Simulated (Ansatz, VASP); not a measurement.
Given: the input of a run of VASP 6.6.1 on PbS.

Contents of INCAR:

```
SYSTEM = PbS
  PREC = Accurate
  ENCUT = 600
  EDIFF = 1E-7
  ISMEAR = -1
  SIGMA = 0.05
  LREAL = .FALSE.
  LASPH = .TRUE.
  NELM = 60
  ALGO = Normal
  ISIF = 3
  LWAVE = .FALSE.
  LCHARG = .FALSE.
  GGA = RP
  IBRION = 2
  NSW = 60
  EDIFFG = -0.01
```

The input KPOINTS:

```
Automatic mesh
0
G
  7 7 6
  0 0 0
```

File POSCAR:

```
PbS
1.0
    2.0799526950     -5.9912968650      0.0000000000
    2.0799526950      5.9912968650      0.0000000000
    0.0000000000      0.0000000000      4.2793209400
Pb S
2 2
Direct
    0.1305633500      0.8694366500      0.2500000000
    0.8694366500      0.1305633500      0.7500000000
    0.3547970900      0.6452029100      0.2500000000
    0.6452029100      0.3547970900      0.7500000000
```

Potentials or basis: VASP PAW PBE potentials, release 64 (Pb_d, S).

The run is started by

```bash
$ cat potpaw_PBE.64/Pb_d/POTCAR potpaw_PBE.64/S/POTCAR > POTCAR
$ mpirun -np 1 vasp_std > vasp.out
```

**Question.** Translate it to Ansatz 0.2.0. Potentials there: Ansatz PAW.

**Answer.** As run (the cutoff follows the program's own potentials):

input.yaml

```yaml
crystal:
  lattice:
    - [2.079952695, -5.991296865, 0.0]
    - [2.079952695, 5.991296865, 0.0]
    - [0.0, 0.0, 4.27932094]
  atoms:
    - { symbol: Pb, position: [0.13056335, 0.86943665, 0.25] }
    - { symbol: Pb, position: [0.86943665, 0.13056335, 0.75] }
    - { symbol: S, position: [0.35479709, 0.64520291, 0.25] }
    - { symbol: S, position: [0.64520291, 0.35479709, 0.75] }
hamiltonian:
  xc: rpbe
  pseudopotentials: { kind: paw }
kpoints:
  mp_grid: { grid: [7, 7, 6] }
scf:
  occupations: { method: fermi_dirac, width: 0.05 }
output:
  forces: true
  stress: true
relax:
  f_tol: 0.01
  max_steps: 40
  cell: { stress_tol: 0.05 }
```

Potentials or basis: Ansatz PAW.

The run is started by

```sh
$ ansatz run input.yaml --threads 2 --pin off --max-ram 5632MiB --backend cpu --events-out ev --progress --plain --runs-dir out
```

Both were run:

|  | VASP | Ansatz | Ansatz less VASP |
| --- | --- | --- | --- |
| relaxed volume (Å³/atom) | 36.35 | 37.88 | +1.536 |
| relaxed cell length with the largest relative difference (Å) | 8.126 | 8.445 | +0.3188 |

VASP's potentials were made for PBE, not for RPBE.

Neither program's run includes spin-orbit coupling. Noted on VASP's run: the volume moved by over 15 % at a fixed basis, so the end points are rough. Noted on Ansatz's run: the volume moved by over 15 % at a fixed basis, so the end points are rough; odd divisions of the mesh miss points on the zone boundary, where band edges often lie, so the gap on the mesh can be too wide; the plane-wave basis is chosen anew once the cell has moved, so the energies of steps on either side of that aren't comparable.
